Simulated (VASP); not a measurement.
# MoS (Fm-3m) in VASP: a series of runs

The runs below take MoS through single point, with PBE, r2SCAN.

All numbers are computed with VASP 6.6.1; they aren't measurements. Logs are shortened: lines on timing, memory, paths and dates and some standing lists are left out, and cuts for length are marked.

## Step 1: The cell of the first run

It takes space group Fm-3m (No. 225, cubic). The conventional cell has a = 4.961 Å, b = 4.961 Å, c = 4.961 Å, α = 90.00°, β = 90.00°, γ = 90.00°. Within 3.3 Å of Mo (site symmetry m-3m) lie 6 S at 2.48 Å. S (site symmetry m-3m) has 6 Mo at 2.48 Å within 3.3 Å.

## Step 2: Single point, PBE, collinear spin, ferromagnetic start

INCAR

```
SYSTEM = MoS
PREC = Accurate ; ENCUT = 520
EDIFF = 1E-6 ; ISMEAR = 0
SIGMA = 0.05 ; LREAL = .False.
LASPH = .True. ; NELM = 150
ALGO = Normal ; ISIF = 2
LWAVE = .False. ; LCHARG = .False.
ISPIN = 2 ; MAGMOM = 0.49 0
LORBIT = 11 ; LMAXMIX = 4
GGA = PE ; NBANDS = 21
```

KPOINTS

```
regular mesh
0
Gamma
  6 6 6
  0 0 0
```

POSCAR

```
MoS
1.0
    0.0000000000      2.4805736425      2.4805736425
    2.4805736425      0.0000000000      2.4805736425
    2.4805736425      2.4805736425      0.0000000000
Mo S
1 1
Direct
    0.5000000000      0.5000000000      0.5000000000
    0.0000000000      0.0000000000      0.0000000000
```

Potentials or basis: VASP PAW PBE potentials, release 64 (Mo_sv, S).

Started as:

```
$ cat potpaw_PBE.64/Mo_sv/POTCAR potpaw_PBE.64/S/POTCAR > POTCAR
$ mpirun -np 1 vasp_std > vasp.out
```

OUTCAR:

```text
SYSTEM = MoS
   PREC = Accurate
   ENCUT = 520
   EDIFF = 1E-6
   ISMEAR = 0
   LREAL = .False.
   LASPH = .True.
   NELM = 150
   ISIF = 2
   ISPIN = 2
   LORBIT = 11
   GGA = PE

 ion  position               nearest neighbor table
   1  0.500  0.500  0.500-   2 2.48   2 2.48   2 2.48   2 2.48   2 2.48   2 2.48
   2  0.000  0.000  0.000-   1 2.48   1 2.48   1 2.48   1 2.48   1 2.48   1 2.48

  LATTYP: Found a face centered cubic cell.
 ALAT       =     4.9611472850

  Lattice vectors:

 A1 = (   0.0000000000,   2.4805736425,   2.4805736425)
 A2 = (   2.4805736425,   0.0000000000,   2.4805736425)
 A3 = (   2.4805736425,   2.4805736425,   0.0000000000)

Analysis of symmetry for initial positions (statically):
=====================================================================
 Subroutine PRICEL returns:
 Original cell was already a primitive cell.

 Routine SETGRP: Setting up the symmetry group for a
 face centered cubic supercell.

 Subroutine GETGRP returns: Found 48 space group operations
 (whereof 48 operations were pure point group operations)
 out of a pool of 48 trial point group operations.

The static configuration has the point symmetry O_h .

Analysis of symmetry for dynamics (positions and initial velocities):
=====================================================================
 Subroutine PRICEL returns:
 Original cell was already a primitive cell.

 Routine SETGRP: Setting up the symmetry group for a
 face centered cubic supercell.

 Subroutine GETGRP returns: Found 48 space group operations
 (whereof 48 operations were pure point group operations)
 out of a pool of 48 trial point group operations.

The dynamic configuration has the point symmetry O_h .

Analysis of structural, dynamic, and magnetic symmetry:
=====================================================================
 Subroutine PRICEL returns:
 Original cell was already a primitive cell.

 Routine SETGRP: Setting up the symmetry group for a
 face centered cubic supercell.

 Subroutine GETGRP returns: Found 48 space group operations
 (whereof 48 operations were pure point group operations)
 out of a pool of 48 trial point group operations.

The overall configuration has the point symmetry O_h .

 Subroutine INISYM returns: Found 48 space group operations
 (whereof 48 operations are pure point group operations),
 and found     1 'primitive' translations

----------------------------------------------------------------------------------------

                                     Primitive cell

  volume of cell :      30.5272

  direct lattice vectors                    reciprocal lattice vectors
     0.000000000  2.480573643  2.480573643    -0.201566279  0.201566279  0.201566279
     2.480573643  0.000000000  2.480573643     0.201566279 -0.201566279  0.201566279
     2.480573643  2.480573643  0.000000000     0.201566279  0.201566279 -0.201566279

  length of vectors
     3.508060888  3.508060888  3.508060888     0.349123037  0.349123037  0.349123037

  position of ions in fractional coordinates (direct lattice)
     0.500000000  0.500000000  0.500000000
     0.000000000  0.000000000  0.000000000

  ion indices of the primitive-cell ions
   primitive index   ion index
                 1           1
                 2           2

----------------------------------------------------------------------------------------

 KPOINTS: regular mesh

Automatic generation of k-mesh.
 Grid dimensions read from file:
 generate k-points for:    6    6    6

 Generating k-lattice:

  Cartesian coordinates                     Fractional coordinates (reciprocal lattice)
    -0.033594380  0.033594380  0.033594380     0.166666667  0.000000000  0.000000000
     0.033594380 -0.033594380  0.033594380     0.000000000  0.166666667  0.000000000
     0.033594380  0.033594380 -0.033594380     0.000000000  0.000000000  0.166666667

  Length of vectors
     0.058187173  0.058187173  0.058187173

  Shift w.r.t. Gamma in fractional coordinates (k-lattice)
     0.000000000  0.000000000  0.000000000

 Subroutine IBZKPT returns following result:
 ===========================================

 Found     16 irreducible k-points:

 Following reciprocal coordinates:
            Coordinates               Weight
  0.000000  0.000000  0.000000      1.000000
  0.166667  0.000000  0.000000      8.000000
  0.333333  0.000000  0.000000      8.000000
  0.500000  0.000000  0.000000      4.000000
  0.166667  0.166667  0.000000      6.000000
  0.333333  0.166667  0.000000     24.000000
[... 8 lines left out ...]
 -0.333333  0.333333  0.166667     24.000000
 -0.333333  0.500000  0.166667     12.000000
   k-points           NKPTS =     16   k-points in BZ     NKDIM =     16   number of bands    NBANDS=     21
   number of dos      NEDOS =    301   number of ions     NIONS =      2
   total plane-waves  NPLWV =  21952
   dimension x,y,z NGX =    28 NGY =   28 NGZ =   28
   dimension x,y,z NGXF=    56 NGYF=   56 NGZF=   56
   ions per type =               1   1
   NGX,Y,Z   is equivalent  to a cutoff of  13.27, 13.27, 13.27 a.u.
   NGXF,Y,Z  is equivalent  to a cutoff of  26.54, 26.54, 26.54 a.u.
 SYSTEM =  MoS
   PREC   = accura    normal or accurate (medium, high low for compatibility)
   ISTART =      0    job   : 0-new  1-cont  2-samecut
   ICHARG =      2    charge: 1-file 2-atom 10-const
   ISPIN  =      2    spin polarized calculation?
   LNONCOLLINEAR =      F non collinear calculations
   LSORBIT =      F    spin-orbit coupling
   LASPH  =      T    aspherical Exc in radial PAW
   ENCUT  =  520.0 eV  38.22 Ry    6.18 a.u.   6.52  6.52  6.52*2*pi/ulx,y,z
   NELM   =    150;   NELMIN=  2; NELMDL= -5     # of ELM steps
   EDIFF  = 0.1E-05   stopping-criterion for ELM
   LREAL  =      F    real-space projection
   EDIFFG = 0.1E-04   stopping-criterion for IOM
   NSW    =      0    number of steps for IOM
   IBRION =     -1    ionic relax: 0-MD 1-quasi-New 2-CG
   NFREE  =      0    steps in history (QN), initial steepest desc. (CG)
   ISIF   =      2    stress and relaxation
   ISYM   =      2    0-nonsym 1-usesym 2-fastsym
   POTIM  = 0.5000    time-step for ionic-motion
   TEBEG  =    0.0;   TEEND  =   0.0 temperature during run
   PSTRESS=    0.0 pullay stress
   NELECT =      20.0000    total number of electrons
   NUPDOWN=      -1.0000    fix difference up-down
   EMIN   =  10.00;   EMAX   =-10.00  energy-range for DOS
   EFERMI =   0.00;   METHOD = LEGACY
   ISMEAR =     0;   SIGMA  =   0.05  broadening in eV -4-tet -1-fermi 0-gaus
   EFERMI_NEDOS =   21; number of points for ismear=-14 and -15
   IALGO  =     38    algorithm
   IMIX   =      4    mixing-type and parameters
     AMIX     =   0.40;   BMIX     =  1.00
     AMIX_MAG =   1.60;   BMIX_MAG =  1.00
  volume/ion in A,a.u.               =      15.26       103.00
  Fermi-wavevector in a.u.,A,eV,Ry     =   1.421857  2.686921 27.506605  2.021678
  Thomas-Fermi vector in A             =   2.542623
   LORBIT       =     11    0 simple, 1 ext, 2 COOP (PROOUT), +10 PAW based schemes
   GGA     = PE    functional components
   LHFCALC =     F    Hartree Fock is set to
   AEXX    =    0.0000 exact exchange contribution
   IVDW    =     0    specifies the selected vdW correction
   LEPSILON=     F    determine dielectric tensor
   LRPA    =     F    only Hartree local field effects (RPA)
 spin polarized calculation
 Gauss-broadening in eV      SIGMA  =   0.05
  energy-cutoff  :      520.00
  volume of cell :       30.53
 maximum number of plane-waves:       869
 NGX is ok and might be reduce to    28
   NGX = 13   NGY = 13   NGZ = 13

 number of electron      20.0000003 magnetization       0.5635322

 Free energy of the ion-electron system (eV)
  ---------------------------------------------------
  ext. energy  EPLUGINS =         0.00000000
  ---------------------------------------------------
  free energy    TOTEN  =       -14.63371954 eV

  energy without entropy =      -14.63120557  energy(sigma->0) =      -14.63246255

 E-fermi :  11.5287     XC(G=0): -12.2880

 val. band max:       11.4978541500   @ k =   0.3333   0.1667   0.0000
 cond. band min:      11.5652503402   @ k =  -0.3333   0.5000   0.1667
 fundamental gap:      0.0673961902
 Fermi energy:        11.5287358266

 spin component 1

 k-point     1 :       0.0000    0.0000    0.0000
  band No.  band energies     occupation
      1     -50.1350      1.00000
      2     -24.2220      1.00000
      3     -24.2220      1.00000
      4     -24.2220      1.00000
      5      -4.8255      1.00000
      6       8.5160      1.00000
[... 13 lines left out ...]
     20      28.5782      0.00000
     21      29.0516      0.00000
[... 337 lines left out ...]
 k-point    16 :      -0.3333    0.5000    0.1667
  band No.  band energies     occupation
      1     -50.1136      1.00000
      2     -24.3698      1.00000
      3     -24.3182      1.00000
      4     -24.2966      1.00000
      5      -3.3352      1.00000
      6       4.9209      1.00000
[... 13 lines left out ...]
     20      26.4340      0.00000
     21      29.4179      0.00000
 Fermi energy:        11.5287358266

 spin component 2

 k-point     1 :       0.0000    0.0000    0.0000
  band No.  band energies     occupation
      1     -49.7883      1.00000
      2     -23.8413      1.00000
      3     -23.8413      1.00000
      4     -23.8413      1.00000
      5      -4.7938      1.00000
      6       8.5337      1.00000
[... 13 lines left out ...]
     20      28.7054      0.00000
     21      29.3008      0.00000
[... 337 lines left out ...]
 k-point    16 :      -0.3333    0.5000    0.1667
  band No.  band energies     occupation
      1     -49.7667      1.00000
      2     -23.9910      1.00000
      3     -23.9387      1.00000
      4     -23.9170      1.00000
      5      -3.3048      1.00000
      6       4.9802      1.00000
[... 13 lines left out ...]
     20      26.5635      0.00000
     21      29.5488      0.00000

------------------------ aborting loop because EDIFF is reached ----------------------------------------

  FORCE on cell =-STRESS in cart. coord.  units (eV):
  Direction    XX          YY          ZZ          XY          YZ          ZX
  --------------------------------------------------------------------------------------
  -------------------------------------------------------------------------------------
  Total        0.0076280      0.0076280      0.0076280      0.0000000      0.0000000      0.0000000
  in kB        0.4003467      0.4003467      0.4003467      0.0000000      0.0000000      0.0000000
  external PRESSURE =       0.4003467 kB  Pullay stress =       0.0000000 kB

 VOLUME and BASIS-vectors are now :
 -----------------------------------------------------------------------------
  energy-cutoff  :      520.00
  volume of cell :       30.53
      direct lattice vectors                 reciprocal lattice vectors
     0.000000000  2.480573643  2.480573643    -0.201566279  0.201566279  0.201566279
     2.480573643  0.000000000  2.480573643     0.201566279 -0.201566279  0.201566279
     2.480573643  2.480573643  0.000000000     0.201566279  0.201566279 -0.201566279

 POSITION                                       TOTAL-FORCE (eV/Angst)
 -----------------------------------------------------------------------------------
      2.48057      2.48057      2.48057         0.000000      0.000000     -0.000000
      0.00000      0.00000      0.00000         0.000000     -0.000000      0.000000
 -----------------------------------------------------------------------------------
    total drift:                                0.000000      0.000000      0.000000

  FREE ENERGIE OF THE ION-ELECTRON SYSTEM (eV)
  ---------------------------------------------------
  free  energy   TOTEN  =       -14.6337195351 eV

  energy  without entropy=      -14.6312055675  energy(sigma->0) =      -14.63246255

 total charge

# of ion       s       p       d       tot
------------------------------------------
    1        2.216   6.117   4.061  12.394
    2        1.310   2.404   0.000   3.715
--------------------------------------------------
tot          3.526   8.521   4.061  16.109

 magnetization (x)

# of ion       s       p       d       tot
------------------------------------------
    1        0.008   0.005   0.512   0.524
    2        0.003  -0.011   0.000  -0.008
--------------------------------------------------
tot          0.011  -0.006   0.512   0.516
```

Wall time 10 s (1 thread of Intel Xeon 6975P-C (Granite Rapids), shared host); peak memory 0.17 GiB.

What came out:

```
Free energy                                           : -14.6337 eV
Pressure                                              : 0.0 GPa
Net moment                                            : 0.56 μB per cell
Site moments                                          : Mo +0.52; S -0.01 μB
Valence electrons inside the program's atomic spheres : Mo 12.39; S 3.71
```

Caveat: the k points lie up to 0.37 Å⁻¹ apart.

(Continued in part 2 of 2.)
